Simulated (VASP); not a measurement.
The system is Sb.

```xyz
1
Lattice="3.0833 0.0000 0.0000 0.0000 3.0833 0.0000 0.0000 0.0000 3.0833" Properties=species:S:1:pos:R:3 pbc="T T T"
Sb    0.0000    0.0000    0.0000
```

This isn't the form of Sb at room conditions, which is rhombohedral.

| Property | Result |
| --- | --- |
| Program | VASP 6.6.1 |
| Task | relaxation of cell and atoms |
| Functional | PBE |
| Dispersion | D3(BJ) |
| Potentials or basis | VASP PAW PBE potentials, release 64 (Sb) |
| Cutoff | 600 eV |
| k mesh | 14 × 14 × 14 |
| Occupations | gaussian, width 0.1 eV |
| Spin | no spin polarisation |

At the start: pressure -1.3 GPa; volume 29.31 Å³/atom.

How do energy, volume and symmetry change on relaxing?

Over 3 steps the energy falls by 2.5 meV/atom and the volume is 28.68 Å³/atom (-2.1 %); space group Pm-3m (No. 221, to 0.1 Å) before and after.

The path:
| step | energy change (eV) | largest force (eV/Å) | pressure (GPa) | volume (Å³) |
| --- | --- | --- | --- | --- |
| 1 | 0.0000 | 0.0000 | -1.26 | 29.31 |
| 2 | -0.0018 | 0.0000 | 0.75 | 28.35 |
| 3 | -0.0025 | 0.0000 | 0.01 | 28.68 |

Final structure:
```
Sb
1.0
     3.06111    0.00000    0.00000
     0.00000    3.06111    0.00000
     0.00000    0.00000    3.06111
Sb
1
Cartesian
  0.0000 0.0000 0.0000
```
